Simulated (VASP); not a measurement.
## KF: single point with PBE

KF:

```xyz
2
Lattice="0.0000 2.7105 2.4056 2.6631 0.0000 2.4056 2.6631 2.7105 0.0000" Properties=species:S:1:pos:R:3 pbc="T T T"
K     0.0000    0.0000    0.0000
F     2.6631    2.7105    2.4056
```

This cell differs from its parent crystal: normal strain along x -0.0175, normal strain along z -0.1125.

```
Program             : VASP 6.6.1
Task                : single point
Functional          : PBE
Potentials or basis : VASP PAW PBE potentials, release 64 (K_sv, F)
Cutoff              : 520 eV
k mesh              : 8 × 8 × 8
Occupations         : gaussian, width 0.05 eV
Spin                : no spin polarisation
```

```json
{
  "Pressure": "7.3 GPa",
  "Band gap on the k mesh": "6.36 eV, direct"
}
```

Stress tensor (GPa, compression positive):
```
 3.54  0.00  0.00
 0.00  2.34  0.00
 0.00  0.00 16.11
```

Levels at points of the mesh, in eV from the valence-band top:
```csv
k point,band 6,band 7,band 8,band 9,band 10,band 11
"(0.00, 0.00, 0.00)",-0.33,-0.30,0.00,6.36,10.50,10.62
"(0.50, 0.00, 0.00)",-1.15,-0.71,-0.68,9.20,11.05,11.99
"(0.50, 0.50, 0.00)",-0.36,-0.33,-0.06,7.77,10.78,13.03
"(0.50, 0.00, 0.50)",-0.51,-0.34,0.00,8.28,10.58,11.90
"(0.00, 0.50, 0.50)",-0.47,-0.37,0.00,8.23,10.55,12.06
```

It took 20 s on 1 thread of Intel(R) Xeon(R) 6975P-C (Granite Rapids) (shared host), peak memory 0.18 GiB.

Caveat: the cell differs from its parent crystal (normal strain along x -0.0175, normal strain along z -0.1125). A k mesh can miss the band edges.
